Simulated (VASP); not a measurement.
A run of VASP 6.6.1:

File POSCAR:

```
ZrC
1.0
    0.0317580200      2.3478462000      2.3382161500
    2.4063825400      0.0277899300      2.3421842400
    2.4035244100      2.3489561500      0.0306480600
Zr C
1 1
Direct
    0.5028817700      0.4961493300      0.5063366100
    0.9971182300      0.0038506700      0.9936633900
```

File INCAR.step1:

```
SYSTEM = ZrC
  PREC = Accurate
  ENCUT = 520
  EDIFF = 1E-5
  ISMEAR = -1
  SIGMA = 0.05
  LREAL = .FALSE.
  LASPH = .TRUE.
  NELM = 60
  ALGO = Normal
  ISIF = 2
  LWAVE = .TRUE.
  LCHARG = .FALSE.
  NBANDS = 15
  GGA = PE
```

The input INCAR.step2:

```
SYSTEM = ZrC
  PREC = Accurate
  ENCUT = 520
  EDIFF = 1E-6
  ISMEAR = -1
  SIGMA = 0.05
  LREAL = .FALSE.
  LASPH = .TRUE.
  NELM = 60
  ALGO = Normal
  ISIF = 2
  LWAVE = .FALSE.
  LCHARG = .FALSE.
  GGA = PE
  LHFCALC = .TRUE.
  AEXX = 0.25
  HFSCREEN = 0.4
  PRECFOCK = Normal
  NBANDS = 15
  ISTART = 1
```

The input KPOINTS:

```
regular mesh
0
G
  5 5 5
  0 0 0
```

Potentials or basis: VASP PAW PBE potentials, release 64 (Zr_sv, C).

Command:

```console
$ cat potpaw_PBE.64/Zr_sv/POTCAR potpaw_PBE.64/C/POTCAR > POTCAR
$ cp INCAR.step1 INCAR
$ mpirun -np 1 vasp_std > vasp.out
$ cp INCAR.step2 INCAR
$ mpirun -np 1 vasp_std > vasp.out
```

Hardware: 1 thread of AMD EPYC 7R13, with other jobs on the host.

Task: Estimate the wall time of this run.

Result: It took 110 min on 1 thread of AMD EPYC 7R13, with other jobs on the host, peak memory 0.26 GiB. Counts: k points 63.
